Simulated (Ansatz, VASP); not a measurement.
Bi: VASP beside Ansatz

Contents of INCAR:

```
ALGO = Fast
EDIFF = 1E-6
ENCUT = 520
GGA = PE
ISIF = 2
ISMEAR = -1
LASPH = True
LCHARG = False
LREAL = False
LWAVE = False
NBANDS = 38
NELM = 60
PREC = Accurate
SIGMA = 0.05
```

KPOINTS

```
k-points
0
Gamma
  7 7 7
```

POSCAR

```
Bi
1.0
   -4.5083040308      4.5083040308      2.0928144856
    4.5083040308     -4.5083040308      2.0928144856
    4.5083040308      4.5083040308     -2.0928144856
Bi
4
Direct
    0.1456555000      0.3543445000      0.5000000000
    0.8543445000      0.6456555000      0.5000000000
    0.6456555000      0.1456555000      0.7913110000
    0.3543445000      0.8543445000      0.2086890000
```

Contents of input.yaml:

```yaml
crystal:
  lattice:
    - [-4.5083040308, 4.5083040308, 2.0928144856]
    - [4.5083040308, -4.5083040308, 2.0928144856]
    - [4.5083040308, 4.5083040308, -2.0928144856]
  atoms:
    - { symbol: Bi, position: [0.1456555, 0.3543445, 0.5] }
    - { symbol: Bi, position: [0.8543445, 0.6456555, 0.5] }
    - { symbol: Bi, position: [0.6456555, 0.1456555, 0.791311] }
    - { symbol: Bi, position: [0.3543445, 0.8543445, 0.208689] }
hamiltonian:
  xc: pbe
  pseudopotentials: { kind: paw }
kpoints:
  mp_grid: { grid: [7, 7, 7] }
scf:
  occupations: { method: fermi_dirac, width: 0.05 }
output:
  forces: true
  stress: true
  eigenvalues: true
  write_density: true
  write_potential: true
  elf: true
  volumetric_format: npy
```

Alike in both runs: task single point; functional PBE; k mesh 7 × 7 × 7; occupations fermi-dirac, width 0.05 eV; no spin polarisation.

```csv
,VASP,Ansatz
version,VASP 6.6.1,Ansatz 0.2.0
potentials or method,"VASP PAW PBE potentials, release 64 (Bi_d)",Ansatz PAW
plane-wave cutoff (eV),520,420
valence electrons in the cell,60,60
```

```csv
,VASP,Ansatz,Ansatz less VASP
gap on the k mesh at the Fermi level (eV),none,none,-
pressure (GPa),-1.3,-1.2,+0.05
"traceless stress, the component that is largest in VASP (GPa)",-0.32,-0.32,+0.003
rms of the force components (eV/Å),0.082,0.082,-0.0004
```

Atom by atom the forces differ by 0.000 eV/Å (rms over components). A gap of «none» marks a metal or a gap that the smearing closes.

Neither program's run includes spin-orbit coupling.
